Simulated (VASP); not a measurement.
# ZnF2 (P4_2/mnm) in VASP: a series of runs

ZnF2 is run at these levels: PBE; tasks: single point.

Everything below comes from runs of VASP 6.6.1. Logs are shortened: lines on timing, memory, paths and dates and some standing lists are left out, and cuts for length are marked.

## 1. The cell of the first run

The structure is tetragonal, space group P4_2/mnm (No. 136). The conventional cell has a = 4.433 Å, b = 4.433 Å, c = 2.947 Å, α = 90.00°, β = 90.00°, γ = 90.00°. Zn (site symmetry mmm) has 6 F at 1.88 to 1.93 Å within 2.5 Å. F (site symmetry m2m) has 3 Zn at 1.88 to 1.93 Å and 9 F at 2.51 to 2.70 Å within 2.7 Å.

## 2. Single point, PBE (strain -5.8%)

INCAR reads:

```
SYSTEM = ZnF2
PREC = Accurate
ENCUT = 600
EDIFF = 1E-6
ISMEAR = -1
SIGMA = 0.02
LREAL = .False.
LASPH = .True.
NELM = 120
ALGO = Normal
ISIF = 2
LWAVE = .False.
LCHARG = .False.
GGA = PE
NBANDS = 35
GGA_COMPAT = .False.
```

KPOINTS reads:

```
Automatic mesh
0
Gamma
  6 6 8
  0 0 0
```

POSCAR reads:

```
ZnF2
1.0
    4.4329189266      0.0000000000      0.0000000000
    0.0000000000      4.4329189266      0.0000000000
    0.0000000000      0.0000000000      2.9469979282
Zn F
2 4
Direct
    0.0000000000      0.0000000000      0.0000000000
    0.5000000000      0.5000000000      0.5000000000
    0.2999843542      0.2999843542      0.0000000000
    0.2000156458      0.7999843542      0.5000000000
    0.7000156458      0.7000156458      0.0000000000
    0.7999843542      0.2000156458      0.5000000000
```

Potentials or basis: VASP PAW PBE potentials, release 64 (Zn, F).

Started as:

```
cat potpaw_PBE.64/Zn/POTCAR potpaw_PBE.64/F/POTCAR > POTCAR
mpirun -np 1 vasp_std > vasp.out
```

OUTCAR:

```text
SYSTEM = ZnF2
   PREC = Accurate
   ENCUT = 600
   EDIFF = 1E-6
   ISMEAR = -1
   LREAL = .False.
   LASPH = .True.
   NELM = 120
   ISIF = 2
   GGA = PE

 ion  position               nearest neighbor table
   1  0.000  0.000  0.000-   3 1.88   5 1.88   4 1.93   6 1.93   4 1.93   6 1.93
   2  0.500  0.500  0.500-   4 1.88   6 1.88   5 1.93   3 1.93   3 1.93   5 1.93
   3  0.300  0.300  0.000-   1 1.88   2 1.93   2 1.93
   4  0.200  0.800  0.500-   2 1.88   1 1.93   1 1.93
   5  0.700  0.700  0.000-   1 1.88   2 1.93   2 1.93
   6  0.800  0.200  0.500-   2 1.88   1 1.93   1 1.93

  LATTYP: Found a simple tetragonal cell.
 ALAT       =     4.4329189266
 C/A-ratio  =     0.6647985170

  Lattice vectors:

 A1 = (   4.4329189266,   0.0000000000,   0.0000000000)
 A2 = (   0.0000000000,   4.4329189266,   0.0000000000)
 A3 = (   0.0000000000,   0.0000000000,   2.9469979282)

Analysis of symmetry for initial positions (statically):
=====================================================================
 Subroutine PRICEL returns:
 Original cell was already a primitive cell.

 Routine SETGRP: Setting up the symmetry group for a
 simple tetragonal supercell.

 Subroutine GETGRP returns: Found 16 space group operations
 (whereof  8 operations were pure point group operations)
 out of a pool of 16 trial point group operations.

The static configuration has the point symmetry D_2h.
 The point group associated with its full space group is D_4h.

Analysis of symmetry for dynamics (positions and initial velocities):
=====================================================================
 Subroutine PRICEL returns:
 Original cell was already a primitive cell.

 Routine SETGRP: Setting up the symmetry group for a
 simple tetragonal supercell.

 Subroutine GETGRP returns: Found 16 space group operations
 (whereof  8 operations were pure point group operations)
 out of a pool of 16 trial point group operations.

The dynamic configuration has the point symmetry D_2h.
 The point group associated with its full space group is D_4h.

 Subroutine INISYM returns: Found 16 space group operations
 (whereof  8 operations are pure point group operations),
 and found     1 'primitive' translations

----------------------------------------------------------------------------------------

                                     Primitive cell

  volume of cell :      57.9108

  direct lattice vectors                    reciprocal lattice vectors
     4.432918927  0.000000000  0.000000000     0.225584996  0.000000000  0.000000000
     0.000000000  4.432918927  0.000000000     0.000000000  0.225584996  0.000000000
     0.000000000  0.000000000  2.946997928     0.000000000  0.000000000  0.339328369

  length of vectors
     4.432918927  4.432918927  2.946997928     0.225584996  0.225584996  0.339328369

  position of ions in fractional coordinates (direct lattice)
     0.000000000  0.000000000  0.000000000
     0.500000000  0.500000000  0.500000000
     0.299984354  0.299984354  0.000000000
     0.200015646  0.799984354  0.500000000
     0.700015646  0.700015646  0.000000000
     0.799984354  0.200015646  0.500000000

  ion indices of the primitive-cell ions
   primitive index   ion index
                 1           1
                 2           2
                 3           3
                 4           4
                 5           5
                 6           6

----------------------------------------------------------------------------------------

 KPOINTS: Automatic mesh

Automatic generation of k-mesh.
 Grid dimensions read from file:
 generate k-points for:    6    6    8

 Generating k-lattice:

  Cartesian coordinates                     Fractional coordinates (reciprocal lattice)
     0.037597499  0.000000000  0.000000000     0.166666667  0.000000000  0.000000000
     0.000000000  0.037597499  0.000000000     0.000000000  0.166666667  0.000000000
     0.000000000  0.000000000  0.042416046     0.000000000  0.000000000  0.125000000

  Length of vectors
     0.037597499  0.037597499  0.042416046

  Shift w.r.t. Gamma in fractional coordinates (k-lattice)
     0.000000000  0.000000000  0.000000000

 Subroutine IBZKPT returns following result:
 ===========================================

 Found     50 irreducible k-points:

 Following reciprocal coordinates:
            Coordinates               Weight
  0.000000  0.000000  0.000000      1.000000
  0.166667  0.000000  0.000000      4.000000
  0.333333  0.000000  0.000000      4.000000
  0.500000  0.000000  0.000000      2.000000
  0.166667  0.166667  0.000000      4.000000
  0.333333  0.166667  0.000000      8.000000
[... 16 lines left out ...]
  0.333333  0.000000  0.250000      8.000000
  0.500000  0.000000  0.250000      4.000000
 [... further k-points ...]
   k-points           NKPTS =     50   k-points in BZ     NKDIM =     50   number of bands    NBANDS=     35
   number of dos      NEDOS =    301   number of ions     NIONS =      6
   total plane-waves  NPLWV =  31104
   dimension x,y,z NGX =    36 NGY =   36 NGZ =   24
   dimension x,y,z NGXF=    72 NGYF=   72 NGZF=   48
   ions per type =               2   4
   NGX,Y,Z   is equivalent  to a cutoff of  13.50, 13.50, 13.54 a.u.
   NGXF,Y,Z  is equivalent  to a cutoff of  27.00, 27.00, 27.08 a.u.
 SYSTEM =  ZnF2
   PREC   = accura    normal or accurate (medium, high low for compatibility)
   ISTART =      0    job   : 0-new  1-cont  2-samecut
   ICHARG =      2    charge: 1-file 2-atom 10-const
   ISPIN  =      1    spin polarized calculation?
   LNONCOLLINEAR =      F non collinear calculations
   LSORBIT =      F    spin-orbit coupling
   LASPH  =      T    aspherical Exc in radial PAW
   ENCUT  =  600.0 eV  44.10 Ry    6.64 a.u.   8.85  8.85  5.89*2*pi/ulx,y,z
   NELM   =    120;   NELMIN=  2; NELMDL= -5     # of ELM steps
   EDIFF  = 0.1E-05   stopping-criterion for ELM
   LREAL  =      F    real-space projection
   EDIFFG = 0.1E-04   stopping-criterion for IOM
   NSW    =      0    number of steps for IOM
   IBRION =     -1    ionic relax: 0-MD 1-quasi-New 2-CG
   NFREE  =      0    steps in history (QN), initial steepest desc. (CG)
   ISIF   =      2    stress and relaxation
   ISYM   =      2    0-nonsym 1-usesym 2-fastsym
   POTIM  = 0.5000    time-step for ionic-motion
   TEBEG  =    0.0;   TEEND  =   0.0 temperature during run
   PSTRESS=    0.0 pullay stress
   NELECT =      52.0000    total number of electrons
   NUPDOWN=      -1.0000    fix difference up-down
   EMIN   =  10.00;   EMAX   =-10.00  energy-range for DOS
   EFERMI =   0.00;   METHOD = LEGACY
   ISMEAR =    -1;   SIGMA  =   0.02  broadening in eV -4-tet -1-fermi 0-gaus
   EFERMI_NEDOS =   21; number of points for ismear=-14 and -15
   IALGO  =     38    algorithm
   IMIX   =      4    mixing-type and parameters
     AMIX     =   0.40;   BMIX     =  1.00
     AMIX_MAG =   1.60;   BMIX_MAG =  1.00
  volume/ion in A,a.u.               =       9.65        65.13
  Fermi-wavevector in a.u.,A,eV,Ry     =   1.579390  2.984615 33.939377  2.494474
  Thomas-Fermi vector in A             =   2.679777
   LORBIT       =      0    0 simple, 1 ext, 2 COOP (PROOUT), +10 PAW based schemes
   GGA     = PE    functional components
   LHFCALC =     F    Hartree Fock is set to
   AEXX    =    0.0000 exact exchange contribution
   IVDW    =     0    specifies the selected vdW correction
   LEPSILON=     F    determine dielectric tensor
   LRPA    =     F    only Hartree local field effects (RPA)
 non-spin polarized calculation
  energy-cutoff  :      600.00
  volume of cell :       57.91
 maximum number of plane-waves:      1992
 NGX is ok and might be reduce to    36
   NGX = 17   NGY = 17   NGZ = 11

 number of electron      52.0000001 magnetization

 Free energy of the ion-electron system (eV)
  ---------------------------------------------------
  ext. energy  EPLUGINS =         0.00000000
  ---------------------------------------------------
  free energy    TOTEN  =       -21.58745594 eV

  energy without entropy =      -21.58745594  energy(sigma->0) =      -21.58745594

 E-fermi :   1.5608     XC(G=0): -11.2709

 val. band max:        1.1688982478   @ k =   0.0000   0.0000   0.0000
 cond. band min:       4.9154075152   @ k =   0.0000   0.0000   0.0000
 fundamental gap:      3.7465092674
 Fermi energy:         1.5607544843

 k-point     1 :       0.0000    0.0000    0.0000
  band No.  band energies     occupation
      1     -22.7020      2.00000
      2     -21.5339      2.00000
      3     -21.5339      2.00000
      4     -21.4506      2.00000
      5      -7.1886      2.00000
      6      -5.9073      2.00000
[... 27 lines left out ...]
     34      17.3058      0.00000
     35      17.3957      0.00000

 k-point     2 :       0.1667    0.0000    0.0000
  band No.  band energies     occupation
      1     -22.6378      2.00000
      2     -21.6646      2.00000
      3     -21.5208      2.00000
      4     -21.4114      2.00000
      5      -7.0175      2.00000
      6      -5.8662      2.00000
[... 27 lines left out ...]
     34      17.4794      0.00000
     35      17.5239      0.00000

 k-point     3 :       0.3333    0.0000    0.0000
  band No.  band energies     occupation
      1     -22.4574      2.00000
      2     -21.9104      2.00000
      3     -21.4859      2.00000
      4     -21.4093      2.00000
      5      -6.5684      2.00000
      6      -5.8189      2.00000
[... 27 lines left out ...]
     34      18.0125      0.00000
     35      18.1126      0.00000
[... 723 lines left out ...]
 k-point    23 :       0.3333    0.0000    0.2500
  band No.  band energies     occupation
      1     -22.2122      2.00000
      2     -21.7868      2.00000
      3     -21.4816      2.00000
      4     -21.4541      2.00000
      5      -6.1543      2.00000
      6      -5.5045      2.00000
[... 27 lines left out ...]
     34      16.0912      0.00000
     35      16.5779      0.00000

 k-point    24 :       0.5000    0.0000    0.2500
  band No.  band energies     occupation
      1     -22.0057      2.00000
      2     -22.0057      2.00000
      3     -21.4653      2.00000
      4     -21.4653      2.00000
      5      -5.6883      2.00000
      6      -5.6883      2.00000
[... 27 lines left out ...]
     34      15.6667      0.00000
     35      17.9925      0.00000

 [... further k-points ...]

------------------------ aborting loop because EDIFF is reached ----------------------------------------

  FORCE on cell =-STRESS in cart. coord.  units (eV):
  Direction    XX          YY          ZZ          XY          YZ          ZX
  --------------------------------------------------------------------------------------
  -------------------------------------------------------------------------------------
  Total       14.5046897     14.5046897     16.3616380      0.0000000      0.0000000      0.0000000
  in kB      401.2911823    401.2911823    452.6660821      0.0000000      0.0000000      0.0000000
  external PRESSURE =     418.4161489 kB  Pullay stress =       0.0000000 kB

 VOLUME and BASIS-vectors are now :
 -----------------------------------------------------------------------------
  energy-cutoff  :      600.00
  volume of cell :       57.91
      direct lattice vectors                 reciprocal lattice vectors
     4.432918927  0.000000000  0.000000000     0.225584996  0.000000000  0.000000000
     0.000000000  4.432918927  0.000000000     0.000000000  0.225584996  0.000000000
     0.000000000  0.000000000  2.946997928     0.000000000  0.000000000  0.339328369

 POSITION                                       TOTAL-FORCE (eV/Angst)
 -----------------------------------------------------------------------------------
      0.00000      0.00000      0.00000         0.000000      0.000000     -0.000000
      2.21646      2.21646      1.47350         0.000000      0.000000     -0.000000
      1.32981      1.32981      0.00000        -0.028275     -0.028275     -0.000000
      0.88665      3.54627      1.47350         0.028275     -0.028275     -0.000000
      3.10311      3.10311      0.00000         0.028275      0.028275      0.000000
      3.54627      0.88665      1.47350        -0.028275      0.028275      0.000000
 -----------------------------------------------------------------------------------
    total drift:                                0.000000      0.000000      0.000000

  FREE ENERGIE OF THE ION-ELECTRON SYSTEM (eV)
  ---------------------------------------------------
  free  energy   TOTEN  =       -21.5874559417 eV

  energy  without entropy=      -21.5874559417  energy(sigma->0) =      -21.58745594
```

It took 1.8 min on 1 thread of AMD EPYC 7R43 (Zen 3), shared host; peak memory 0.2 GiB.

Results:

```yaml
Free_energy: -21.5875 eV
Pressure: 41.8 GPa
Largest_force: 0.040 eV/Å
Band_gap_on_the_k_mesh: 3.75 eV
```

Forces on the atoms (eV/Å):
```
Zn   0.000  0.000  0.000
Zn   0.000  0.000  0.000
F   -0.028 -0.028  0.000
F    0.028 -0.028  0.000
F    0.028  0.028  0.000
F   -0.028  0.028  0.000
```

Levels at points of the mesh, in eV from the valence-band top:
| k point | band 24 | band 25 | band 26 | band 27 | band 28 | band 29 |
| --- | --- | --- | --- | --- | --- | --- |
| (0.00, 0.00, 0.00) | -0.70 | -0.70 | 0.00 | 3.75 | 9.61 | 9.61 |
| (0.50, 0.00, 0.00) | -0.92 | -0.85 | -0.85 | 6.61 | 6.61 | 10.76 |
| (0.50, 0.50, 0.00) | -1.75 | -0.71 | -0.71 | 7.91 | 7.91 | 9.32 |
| (0.00, 0.00, 0.50) | -1.65 | -1.56 | -1.56 | 9.11 | 9.11 | 12.53 |
| (0.50, 0.00, 0.50) | -2.04 | -0.23 | -0.23 | 9.90 | 9.90 | 10.61 |
| (0.50, 0.50, 0.50) | -1.65 | -1.02 | -1.02 | 8.88 | 8.88 | 11.47 |

Caveat: the cell differs from its parent crystal (strain -5.8%); the stress differs along the axes, from 40 to 45 GPa.

## 3. Single point, PBE

This run uses another cell than the first one, of 11.53 Å³/atom.

INCAR reads:

```
PREC = Accurate
ENCUT = 600
EDIFF = 1E-6
ISMEAR = -1
SIGMA = 0.02
LREAL = False
LASPH = True
NELM = 120
ALGO = Normal
ISIF = 2
LWAVE = False
LCHARG = False
GGA = PE
NBANDS = 35
GGA_COMPAT = False
```

KPOINTS reads:

```
Automatic mesh
0
Gamma
  6 6 8
```

POSCAR reads:

```
ZnF2
1.0
    4.7033622564      0.0000000000      0.0000000000
    0.0000000000      4.7033622564      0.0000000000
    0.0000000000      0.0000000000      3.1267882527
Zn F
2 4
Direct
    0.0000000000      0.0000000000      0.0000000000
    0.5000000000      0.5000000000      0.5000000000
    0.3031905513      0.3031905513      0.0000000000
    0.1968094487      0.8031905513      0.5000000000
    0.6968094487      0.6968094487      0.0000000000
    0.8031905513      0.1968094487      0.5000000000
```

Potentials or basis: VASP PAW PBE potentials, release 64 (Zn, F).

Started as:

```
cat potpaw_PBE.64/Zn/POTCAR potpaw_PBE.64/F/POTCAR > POTCAR
mpirun -np 1 vasp_std > vasp.out
```

OUTCAR:

```text
PREC = Accurate
   ENCUT = 600
   EDIFF = 1E-6
   ISMEAR = -1
   LREAL = False
   LASPH = True
   NELM = 120
   ISIF = 2
   GGA = PE

 ion  position               nearest neighbor table
   1  0.000  0.000  0.000-   3 2.02   5 2.02   4 2.04   6 2.04   4 2.04   6 2.04
   2  0.500  0.500  0.500-   4 2.02   6 2.02   5 2.04   3 2.04   3 2.04   5 2.04
   3  0.303  0.303  0.000-   1 2.02   2 2.04   2 2.04
   4  0.197  0.803  0.500-   2 2.02   1 2.04   1 2.04
   5  0.697  0.697  0.000-   1 2.02   2 2.04   2 2.04
   6  0.803  0.197  0.500-   2 2.02   1 2.04   1 2.04

  LATTYP: Found a simple tetragonal cell.
 ALAT       =     4.7033622564
 C/A-ratio  =     0.6647985169

  Lattice vectors:

 A1 = (   4.7033622564,   0.0000000000,   0.0000000000)
 A2 = (   0.0000000000,   4.7033622564,   0.0000000000)
 A3 = (   0.0000000000,   0.0000000000,   3.1267882527)

Analysis of symmetry for initial positions (statically):
=====================================================================
 Subroutine PRICEL returns:
 Original cell was already a primitive cell.

 Routine SETGRP: Setting up the symmetry group for a
[... 182 lines left out ...]
 fundamental gap:      3.5075236666
 Fermi energy:        -0.6089174232

 k-point     1 :       0.0000    0.0000    0.0000
  band No.  band energies     occupation
      1     -23.0151      2.00000
      2     -22.2363      2.00000
      3     -22.2363      2.00000
      4     -22.1996      2.00000
      5      -7.3723      2.00000
      6      -6.4755      2.00000
[... 901 lines left out ...]
     34      13.1265      0.00000
     35      15.2038      0.00000

 [... further k-points ...]

------------------------ aborting loop because EDIFF is reached ----------------------------------------

  FORCE on cell =-STRESS in cart. coord.  units (eV):
  Direction    XX          YY          ZZ          XY          YZ          ZX
  --------------------------------------------------------------------------------------
  -------------------------------------------------------------------------------------
  Total        2.8625884      2.8625884      3.3665805      0.0000000      0.0000000      0.0000000
  in kB       66.3062032     66.3062032     77.9801845      0.0000000      0.0000000      0.0000000
  external PRESSURE =      70.1975303 kB  Pullay stress =       0.0000000 kB

 VOLUME and BASIS-vectors are now :
 -----------------------------------------------------------------------------
  energy-cutoff  :      600.00
  volume of cell :       69.17
      direct lattice vectors                 reciprocal lattice vectors
     4.703362256  0.000000000  0.000000000     0.212613859  0.000000000  0.000000000
     0.000000000  4.703362256  0.000000000     0.000000000  0.212613859  0.000000000
     0.000000000  0.000000000  3.126788253     0.000000000  0.000000000  0.319816988

 POSITION                                       TOTAL-FORCE (eV/Angst)
 -----------------------------------------------------------------------------------
      0.00000      0.00000      0.00000         0.000000      0.000000      0.000000
      2.35168      2.35168      1.56339         0.000000      0.000000      0.000000
      1.42601      1.42601      0.00000        -0.030488     -0.030488      0.000000
      0.92567      3.77770      1.56339         0.030488     -0.030488      0.000000
      3.27735      3.27735      0.00000         0.030488      0.030488      0.000000
      3.77770      0.92567      1.56339        -0.030488      0.030488      0.000000
 -----------------------------------------------------------------------------------
    total drift:                                0.000000     -0.000000     -0.000000

  FREE ENERGIE OF THE ION-ELECTRON SYSTEM (eV)
  ---------------------------------------------------
  free  energy   TOTEN  =       -23.1560880503 eV

  energy  without entropy=      -23.1560880503  energy(sigma->0) =      -23.15608805
```

OSZICAR:

```text
N       E                     dE             d eps       ncg     rms          rms(c)
DAV:   1     0.648738476699E+03    0.64874E+03   -0.29332E+04  3554   0.225E+03
DAV:   2     0.547559484109E+02   -0.59398E+03   -0.55670E+03  3727   0.539E+02
DAV:   3    -0.237307338772E+02   -0.78487E+02   -0.77620E+02  3848   0.194E+02
DAV:   4    -0.258909343660E+02   -0.21602E+01   -0.21543E+01  4177   0.339E+01
DAV:   5    -0.259057113727E+02   -0.14777E-01   -0.14774E-01  3952   0.293E+00    0.143E+01
DAV:   6    -0.230865870875E+02    0.28191E+01   -0.59527E+00  5101   0.417E+01    0.858E+00
DAV:   7    -0.231862148915E+02   -0.99628E-01   -0.19875E+00  3650   0.951E+00    0.522E+00
DAV:   8    -0.231970119702E+02   -0.10797E-01   -0.40737E-01  5247   0.126E+01    0.151E+00
DAV:   9    -0.231539671966E+02    0.43045E-01   -0.15868E-01  5411   0.134E+01    0.357E-01
DAV:  10    -0.231562593095E+02   -0.22921E-02   -0.28127E-02  4216   0.170E+00    0.192E-01
DAV:  11    -0.231560302664E+02    0.22904E-03   -0.19663E-03  5182   0.531E-01    0.528E-02
DAV:  12    -0.231560825815E+02   -0.52315E-04   -0.22183E-04  4143   0.415E-01    0.247E-02
DAV:  13    -0.231560878354E+02   -0.52539E-05   -0.17854E-04  3820   0.101E-01    0.817E-03
DAV:  14    -0.231560880503E+02   -0.21484E-06   -0.68626E-06  3927   0.440E-02
   1 F= -.23156088E+02 E0= -.23156088E+02  d E =-.235113E-12
```

It took 2 min on 1 thread of AMD EPYC 7R43 (Zen 3), shared host; peak memory 0.23 GiB.

Results:

* Free energy: -23.1561 eV
* Pressure: 7.0 GPa
* Largest force: 0.043 eV/Å
* Band gap on the k mesh: 3.51 eV

Forces on the atoms (eV/Å):
```
Zn   0.000  0.000  0.000
Zn   0.000  0.000  0.000
F   -0.030 -0.030  0.000
F    0.030 -0.030  0.000
F    0.030  0.030  0.000
F   -0.030  0.030  0.000
```

Stress tensor (GPa, compression positive):
```
6.63 0.00 0.00
0.00 6.63 0.00
0.00 0.00 7.80
```

Caveat: the cell stands under pressure.

[end of part 1 of 2]
